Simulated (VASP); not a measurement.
A run of VASP 6.6.1 is set up as follows.

INCAR

```
SYSTEM = Co
PREC     = Accurate       ! precision mode
ENCUT    = 600            ! plane-wave cutoff, eV
EDIFF    = 1E-6           ! SCF threshold, eV
ISMEAR   = -5             ! smearing method
SIGMA    = 0.1            ! smearing width, eV
LREAL    = .False.        ! projectors in reciprocal space
LASPH    = .True.         ! aspherical terms in the spheres
NELM     = 60             ! most SCF steps
ALGO     = Normal         ! electronic algorithm
ISIF     = 3              ! what is computed and relaxed
LWAVE    = .False.        ! write WAVECAR
LCHARG   = .False.        ! write CHGCAR
IBRION   = 2              ! ionic algorithm
NSW      = 60             ! ionic steps
EDIFFG   = -0.01          ! ionic threshold
```

KPOINTS

```
regular mesh
0
Gamma
  8 8 8
  0 0 0
```

File POSCAR:

```
Co
1.0
    0.0000000000      1.7939670000      1.7939670000
    1.7939670000      0.0000000000      1.7939670000
    1.7939670000      1.7939670000      0.0000000000
Co
1
Direct
    0.0000000000      0.0000000000      0.0000000000
```

Potentials or basis: VASP PAW LDA potentials, release 64 (Co).

Run with:

```sh
$ cat potpaw_LDA.64/Co/POTCAR > POTCAR
$ mpirun -np 1 vasp_std > vasp.out
```

(1) Estimate the relaxed volume.

(2) Predict the space group after relaxing (to 0.05 Å).

Answers

(1) 9.57 Å³/atom.

(2) Fm-3m (No. 225).

Caveat: the k points lie up to 0.40 Å⁻¹ apart in the final cell; the volume moved by over 15 % at a fixed basis, so the end points are rough; the volume moved by -17 % from the deposited cell, more than functionals usually miss; the run has no spin polarisation, though such a crystal can be magnetic; tetrahedron occupations give inexact forces and stress in metals.
